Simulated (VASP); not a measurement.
# Mn (P6_3/mmc) in VASP: single point with BLYP

Aim: the single point of Mn with BLYP.

All numbers are computed with VASP 6.6.1; they aren't measurements. Logs are shortened: lines on timing, memory, paths and dates and some standing lists are left out, and cuts for length are marked.

### 1 The cell of the first run

It takes space group P6_3/mmc (No. 194, hexagonal). Conventional cell: a = 2.520 Å, b = 2.520 Å, c = 8.152 Å, α = 90.00°, β = 90.00°, γ = 120.00°. Within 3.3 Å of Mn (site symmetry -3m) lie 12 Mn at 2.50 to 2.52 Å. Mn (site symmetry -6m2) has 12 Mn at 2.50 to 2.52 Å within 3.3 Å.

This isn't the form of Mn at room conditions, which is a 58-atom cubic cell.

### 2 Single point, BLYP, collinear spin, ferrimagnetic start

Input file INCAR:

```
PREC = Accurate
ENCUT = 520
EDIFF = 1E-6
ISMEAR = -1
SIGMA = 0.05
LREAL = F
LASPH = T
NELM = 150
ALGO = Normal
ISIF = 2
LWAVE = F
LCHARG = T
ISPIN = 2
MAGMOM = 0.716 0.716 -0.64 -0.64
LORBIT = 11
LMAXMIX = 4
GGA = B5
ALDAX = 1.0
AGGAX = 1.0
AGGAC = 1.0
ALDAC = 0.0
LELF = T
LVHAR = T
NBANDS = 38
```

Input file KPOINTS:

```
regular mesh
0
Gamma
  19 19 5
```

Input file POSCAR:

```
Mn
1.0
    2.5197019620      0.0000000000      0.0000000000
   -1.2598509810      2.1821259090      0.0000000000
    0.0000000000      0.0000000000      8.1515868228
Mn
4
Direct
    1.0000000000      1.0000000000      1.0000000000
    1.0000000000      1.0000000000      0.5000000000
    0.3333333333      0.6666666667      0.2500000000
    0.6666666667      0.3333333333      0.7500000000
```

Potentials or basis: VASP PAW PBE potentials, release 64 (Mn_pv).

On the command line:

```console
cat potpaw_PBE.64/Mn_pv/POTCAR > POTCAR
mpirun -np 1 vasp_std > vasp.out
```

OUTCAR:

```text
PREC = Accurate
   ENCUT = 520
   EDIFF = 1E-6
   ISMEAR = -1
   LREAL = F
   LASPH = T
   NELM = 150
   ISIF = 2
   ISPIN = 2
   LORBIT = 11
   GGA = B5

 ion  position               nearest neighbor table
   1  0.000  0.000  0.000-   3 2.50   4 2.50   3 2.50   4 2.50   4 2.50   3 2.50
   2  0.000  0.000  0.500-   3 2.50   4 2.50   3 2.50   4 2.50   4 2.50   3 2.50
   3  0.333  0.667  0.250-   1 2.50   2 2.50   1 2.50   2 2.50   1 2.50   2 2.50
   4  0.667  0.333  0.750-   1 2.50   2 2.50   1 2.50   2 2.50   1 2.50   2 2.50

  LATTYP: Found a hexagonal cell.
 ALAT       =     2.5197019620
 C/A-ratio  =     3.2351392926

  Lattice vectors:

 A1 = (   2.5197019620,   0.0000000000,   0.0000000000)
 A2 = (  -1.2598509810,   2.1821259090,   0.0000000000)
 A3 = (   0.0000000000,   0.0000000000,   8.1515868228)

Analysis of symmetry for initial positions (statically):
=====================================================================
 Subroutine PRICEL returns:
 Original cell was already a primitive cell.

 Routine SETGRP: Setting up the symmetry group for a
 hexagonal supercell.

 Subroutine GETGRP returns: Found 24 space group operations
 (whereof 12 operations were pure point group operations)
 out of a pool of 24 trial point group operations.

The static configuration has the point symmetry D_3d.
 The point group associated with its full space group is D_6h.

Analysis of symmetry for dynamics (positions and initial velocities):
=====================================================================
 Subroutine PRICEL returns:
 Original cell was already a primitive cell.

 Routine SETGRP: Setting up the symmetry group for a
 hexagonal supercell.

 Subroutine GETGRP returns: Found 24 space group operations
 (whereof 12 operations were pure point group operations)
 out of a pool of 24 trial point group operations.

The dynamic configuration has the point symmetry D_3d.
 The point group associated with its full space group is D_6h.

Analysis of structural, dynamic, and magnetic symmetry:
=====================================================================
 Subroutine PRICEL returns:
 Original cell was already a primitive cell.

 Routine SETGRP: Setting up the symmetry group for a
 hexagonal supercell.

 Subroutine GETGRP returns: Found 24 space group operations
 (whereof 12 operations were pure point group operations)
 out of a pool of 24 trial point group operations.

The overall configuration has the point symmetry D_3d.
 The point group associated with its full space group is D_6h.

 Subroutine INISYM returns: Found 24 space group operations
 (whereof 12 operations are pure point group operations),
 and found     1 'primitive' translations

----------------------------------------------------------------------------------------

                                     Primitive cell

  volume of cell :      44.8199

  direct lattice vectors                    reciprocal lattice vectors
     2.519701962  0.000000000  0.000000000     0.396872335  0.229134349  0.000000000
    -1.259850981  2.182125909  0.000000000     0.000000000  0.458268698  0.000000000
     0.000000000  0.000000000  8.151586823     0.000000000  0.000000000  0.122675501

  length of vectors
     2.519701962  2.519701962  8.151586823     0.458268698  0.458268698  0.122675501

  position of ions in fractional coordinates (direct lattice)
     0.000000000  0.000000000  0.000000000
     0.000000000  0.000000000  0.500000000
     0.333333333  0.666666667  0.250000000
     0.666666667  0.333333333  0.750000000

  ion indices of the primitive-cell ions
   primitive index   ion index
                 1           1
                 2           2
                 3           3
                 4           4

----------------------------------------------------------------------------------------

 KPOINTS: regular mesh

Automatic generation of k-mesh.
 Grid dimensions read from file:
 generate k-points for:   19   19    5

 Generating k-lattice:

  Cartesian coordinates                     Fractional coordinates (reciprocal lattice)
     0.020888018  0.012059703  0.000000000     0.052631579 -0.000000000  0.000000000
     0.000000000  0.024119405  0.000000000     0.000000000  0.052631579  0.000000000
     0.000000000  0.000000000  0.024535100     0.000000000  0.000000000  0.200000000

  Length of vectors
     0.024119405  0.024119405  0.024535100

  Shift w.r.t. Gamma in fractional coordinates (k-lattice)
     0.000000000  0.000000000  0.000000000

 Subroutine IBZKPT returns following result:
 ===========================================

 Found    120 irreducible k-points:

 Following reciprocal coordinates:
            Coordinates               Weight
  0.000000  0.000000  0.000000      1.000000
  0.052632  0.000000  0.000000      6.000000
  0.105263  0.000000  0.000000      6.000000
  0.157895  0.000000  0.000000      6.000000
  0.210526  0.000000  0.000000      6.000000
  0.263158  0.000000  0.000000      6.000000
[... 16 lines left out ...]
  0.263158  0.105263  0.000000     12.000000
  0.315789  0.105263  0.000000     12.000000
 [... further k-points ...]
   k-points           NKPTS =    120   k-points in BZ     NKDIM =    120   number of bands    NBANDS=     38
   number of dos      NEDOS =    301   number of ions     NIONS =      4
   total plane-waves  NPLWV =  25600
   dimension x,y,z NGX =    20 NGY =   20 NGZ =   64
   dimension x,y,z NGXF=    40 NGYF=   40 NGZF=  128
   ions per type =               4
   NGX,Y,Z   is equivalent  to a cutoff of  13.20, 13.20, 13.05 a.u.
   NGXF,Y,Z  is equivalent  to a cutoff of  26.39, 26.39, 26.10 a.u.
 SYSTEM =  unknown system
   PREC   = accura    normal or accurate (medium, high low for compatibility)
   ISTART =      0    job   : 0-new  1-cont  2-samecut
   ICHARG =      2    charge: 1-file 2-atom 10-const
   ISPIN  =      2    spin polarized calculation?
   LNONCOLLINEAR =      F non collinear calculations
   LSORBIT =      F    spin-orbit coupling
   LASPH  =      T    aspherical Exc in radial PAW
   ENCUT  =  520.0 eV  38.22 Ry    6.18 a.u.   4.68  4.68 15.16*2*pi/ulx,y,z
   NELM   =    150;   NELMIN=  2; NELMDL= -5     # of ELM steps
   EDIFF  = 0.1E-05   stopping-criterion for ELM
   LREAL  =      F    real-space projection
   EDIFFG = 0.1E-04   stopping-criterion for IOM
   NSW    =      0    number of steps for IOM
   IBRION =     -1    ionic relax: 0-MD 1-quasi-New 2-CG
   NFREE  =      0    steps in history (QN), initial steepest desc. (CG)
   ISIF   =      2    stress and relaxation
   ISYM   =      2    0-nonsym 1-usesym 2-fastsym
   POTIM  = 0.5000    time-step for ionic-motion
   TEBEG  =    0.0;   TEEND  =   0.0 temperature during run
   PSTRESS=    0.0 pullay stress
   NELECT =      52.0000    total number of electrons
   NUPDOWN=      -1.0000    fix difference up-down
   EMIN   =  10.00;   EMAX   =-10.00  energy-range for DOS
   EFERMI =   0.00;   METHOD = LEGACY
   ISMEAR =    -1;   SIGMA  =   0.05  broadening in eV -4-tet -1-fermi 0-gaus
   EFERMI_NEDOS =   21; number of points for ismear=-14 and -15
   IALGO  =     38    algorithm
   IMIX   =      4    mixing-type and parameters
     AMIX     =   0.40;   BMIX     =  1.00
     AMIX_MAG =   1.60;   BMIX_MAG =  1.00
  volume/ion in A,a.u.               =      11.20        75.61
  Fermi-wavevector in a.u.,A,eV,Ry     =   1.720226  3.250756 40.262065  2.959178
  Thomas-Fermi vector in A             =   2.796705
   LORBIT       =     11    0 simple, 1 ext, 2 COOP (PROOUT), +10 PAW based schemes
   GGA     = B5    functional components
   LHFCALC =     F    Hartree Fock is set to
   AEXX    =    0.0000 exact exchange contribution
   IVDW    =     0    specifies the selected vdW correction
   LEPSILON=     F    determine dielectric tensor
   LRPA    =     F    only Hartree local field effects (RPA)
 spin polarized calculation
  energy-cutoff  :      520.00
  volume of cell :       44.82
 maximum number of plane-waves:      1224
 NGX is ok and might be reduce to    20
   NGX =  9   NGY =  9   NGZ = 31

 number of electron      52.0000008 magnetization       0.1614581

 Free energy of the ion-electron system (eV)
  ---------------------------------------------------
  ext. energy  EPLUGINS =         0.00000000
  ---------------------------------------------------
  free energy    TOTEN  =       -31.14402928 eV

  energy without entropy =      -31.10281451  energy(sigma->0) =      -31.12342189

 E-fermi :  10.3576     XC(G=0): -13.1796

 val. band max:       10.3561586455   @ k =   0.1053   0.0000   0.2000
 cond. band min:      10.3609752070   @ k =   0.3684   0.2632   0.2000
 fundamental gap:      0.0048165615
 Fermi energy:        10.3576092170

 spin component 1

 k-point     1 :       0.0000    0.0000    0.0000
  band No.  band energies     occupation
      1     -37.9438      1.00000
      2     -37.8277      1.00000
      3     -37.4930      1.00000
      4     -37.4930      1.00000
      5     -37.4901      1.00000
      6     -37.4901      1.00000
[... 30 lines left out ...]
     37      19.1905      0.00000
     38      26.6841      0.00000

 k-point     2 :       0.0526    0.0000    0.0000
  band No.  band energies     occupation
      1     -37.9392      1.00000
      2     -37.8267      1.00000
      3     -37.5065      1.00000
      4     -37.5056      1.00000
      5     -37.4963      1.00000
      6     -37.4933      1.00000
[... 30 lines left out ...]
     37      19.1910      0.00000
     38      26.7452      0.00000

 k-point     3 :       0.1053    0.0000    0.0000
  band No.  band energies     occupation
      1     -37.9261      1.00000
      2     -37.8239      1.00000
      3     -37.5497      1.00000
      4     -37.5454      1.00000
      5     -37.5058      1.00000
      6     -37.5024      1.00000
[... 30 lines left out ...]
     37      19.1960      0.00000
[... 781 lines left out ...]
 k-point    23 :       0.2632    0.1053    0.0000
  band No.  band energies     occupation
      1     -37.8643      1.00000
      2     -37.8404      1.00000
      3     -37.8130      1.00000
      4     -37.8084      1.00000
      5     -37.6030      1.00000
      6     -37.5978      1.00000
[... 30 lines left out ...]
     37      19.4417      0.00000
     38      22.2782      0.00000

 k-point    24 :       0.3158    0.1053    0.0000
  band No.  band energies     occupation
      1     -37.9234      1.00000
      2     -37.8986      1.00000
      3     -37.8089      1.00000
      4     -37.7900      1.00000
      5     -37.6233      1.00000
      6     -37.6181      1.00000
[... 30 lines left out ...]
     37      19.4958      0.00000
     38      21.2050      0.00000

 [... further k-points ...]

 spin component 2

 k-point     1 :       0.0000    0.0000    0.0000
  band No.  band energies     occupation
      1     -37.9529      1.00000
      2     -37.8474      1.00000
      3     -37.4498      1.00000
      4     -37.4498      1.00000
      5     -37.4471      1.00000
      6     -37.4471      1.00000
[... 30 lines left out ...]
     37      19.2012      0.00000
     38      26.6433      0.00000

 k-point     2 :       0.0526    0.0000    0.0000
  band No.  band energies     occupation
      1     -37.9486      1.00000
      2     -37.8464      1.00000
      3     -37.4635      1.00000
      4     -37.4623      1.00000
      5     -37.4531      1.00000
      6     -37.4502      1.00000
[... 30 lines left out ...]
     37      19.2018      0.00000
     38      26.7087      0.00000

 k-point     3 :       0.1053    0.0000    0.0000
  band No.  band energies     occupation
      1     -37.9361      1.00000
      2     -37.8434      1.00000
      3     -37.5066      1.00000
      4     -37.5017      1.00000
      5     -37.4626      1.00000
      6     -37.4593      1.00000
[... 30 lines left out ...]
     37      19.2073      0.00000
[... 781 lines left out ...]
 k-point    23 :       0.2632    0.1053    0.0000
  band No.  band energies     occupation
      1     -37.8404      1.00000
      2     -37.8199      1.00000
      3     -37.8173      1.00000
      4     -37.7924      1.00000
      5     -37.5591      1.00000
      6     -37.5557      1.00000
[... 30 lines left out ...]
     37      19.4582      0.00000
     38      22.2746      0.00000

 k-point    24 :       0.3158    0.1053    0.0000
  band No.  band energies     occupation
      1     -37.8804      1.00000
      2     -37.8506      1.00000
      3     -37.8336      1.00000
      4     -37.8006      1.00000
      5     -37.5793      1.00000
      6     -37.5758      1.00000
[... 30 lines left out ...]
     37      19.5420      0.00000
     38      21.1814      0.00000

 [... further k-points ...]
[... 5 lines left out ...]
  --------------------------------------------------------------------------------------
  -------------------------------------------------------------------------------------
  Total        0.1694403      0.1694403      0.1305482      0.0000000      0.0000000      0.0000000
  in kB        6.0569817      6.0569817      4.6667061      0.0000000      0.0000000      0.0000000
  external PRESSURE =       5.5935565 kB  Pullay stress =       0.0000000 kB

 VOLUME and BASIS-vectors are now :
 -----------------------------------------------------------------------------
  energy-cutoff  :      520.00
  volume of cell :       44.82
      direct lattice vectors                 reciprocal lattice vectors
     2.519701962  0.000000000  0.000000000     0.396872335  0.229134349  0.000000000
    -1.259850981  2.182125909  0.000000000     0.000000000  0.458268698  0.000000000
     0.000000000  0.000000000  8.151586823     0.000000000  0.000000000  0.122675501

 POSITION                                       TOTAL-FORCE (eV/Angst)
 -----------------------------------------------------------------------------------
      0.00000      0.00000      0.00000        -0.000000      0.000000     -0.000000
      0.00000      0.00000      4.07579        -0.000000      0.000000     -0.000000
     -0.00000      1.45475      2.03790        -0.000000      0.000000      0.000000
      1.25985      0.72738      6.11369         0.000000      0.000000     -0.000000
 -----------------------------------------------------------------------------------
    total drift:                                0.000000     -0.000000      0.000000

  FREE ENERGIE OF THE ION-ELECTRON SYSTEM (eV)
  ---------------------------------------------------
  free  energy   TOTEN  =       -31.1440292768 eV

  energy  without entropy=      -31.1028145102  energy(sigma->0) =      -31.12342189

 total charge

# of ion       s       p       d       tot
------------------------------------------
    1        0.410   6.363   5.184  11.957
    2        0.410   6.363   5.184  11.957
    3        0.410   6.364   5.175  11.949
    4        0.410   6.364   5.175  11.949
--------------------------------------------------
tot          1.639  25.455  20.719  47.813

 magnetization (x)

# of ion       s       p       d       tot
------------------------------------------
    1        0.006   0.008   0.783   0.798
    2        0.006   0.008   0.783   0.798
    3       -0.005  -0.010  -0.704  -0.719
    4       -0.005  -0.010  -0.704  -0.719
--------------------------------------------------
tot          0.002  -0.003   0.159   0.158
```

Run time: 8.4 min. Hardware: 1 thread of Intel Xeon Platinum 8259CL at 2.50GHz (Skylake/Cascade Lake), shared host; peak memory 0.37 GiB.

Results:

| Property | Result |
| --- | --- |
| Free energy | -31.1440 eV |
| Pressure | 0.6 GPa |
| Net moment | 0.16 μB per cell |
| Site moments | Mn +0.80, -0.72 (each value once) μB |
| Valence electrons inside the program's atomic spheres | Mn 11.96, 11.95 (each value once) |

Levels at points of the mesh, in eV from the Fermi level:
Spin up:
```
           k point  band 23  band 24  band 25  band 26  band 27  band 28  band 29  band 30
(0.00, 0.00, 0.00)    -0.96    -0.80    -0.80    -0.47    -0.47    -0.08    -0.08     0.75
```
Spin down:
| k point | band 23 | band 24 | band 25 | band 26 | band 27 | band 28 | band 29 | band 30 |
| --- | --- | --- | --- | --- | --- | --- | --- | --- |
| (0.00, 0.00, 0.00) | -0.99 | -0.99 | -0.96 | -0.42 | -0.42 | 0.24 | 0.24 | 0.41 |

Caveat: the PAW data sets were made with another functional, which shifts forces and pressure a little.
